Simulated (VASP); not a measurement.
Wanted: the native input for a VASP 6.6.1 run.

| Item | Value |
| --- | --- |
| Task | single point |
| Functional | PBE |
| Potentials or basis | VASP PAW PBE potentials, release 64 (Hf_pv, N) |
| Cutoff | 520 eV |
| k mesh | 14 × 14 × 14 |
| Occupations | fermi-dirac, width 0.05 eV |
| Spin | no spin polarisation |
| Dipole correction | no |
| Further INCAR settings | ALGO = Normal; EDIFF = 1e-06; NBANDS = 14 |

The structure of HfN (CsCl type) lies in POSCAR:

```
HfN
1.0
    2.5850293222      0.0000000000      0.0000000000
    0.0000000000      2.5850293222      0.0000000000
    0.0000000000      0.0000000000      2.5850293222
Hf N
1 1
Direct
    0.0000000000      0.0000000000      0.0000000000
    0.5000000000      0.5000000000      0.5000000000
```

One way to write it, as run:

INCAR

```
PREC = Accurate ; ENCUT = 520
EDIFF = 1E-6 ; ISMEAR = -1
SIGMA = 0.05 ; LREAL = F
LASPH = T ; NELM = 60
ALGO = Normal ; ISIF = 2
LWAVE = F ; LCHARG = F
GGA = PE ; NBANDS = 14
```

KPOINTS

```
Automatic mesh
0
Gamma
  14 14 14
```

Potentials or basis: VASP PAW PBE potentials, release 64 (Hf_pv, N).

Launch:

```console
$ cat potpaw_PBE.64/Hf_pv/POTCAR potpaw_PBE.64/N/POTCAR > POTCAR
$ mpirun -np 1 vasp_std > vasp.out
```

Results of the run:

The pressure is 104.6 GPa.

Wall time 9.8 s on 1 thread of Intel(R) Xeon(R) 6975P-C (Granite Rapids) (shared host), peak memory 0.14 GiB.
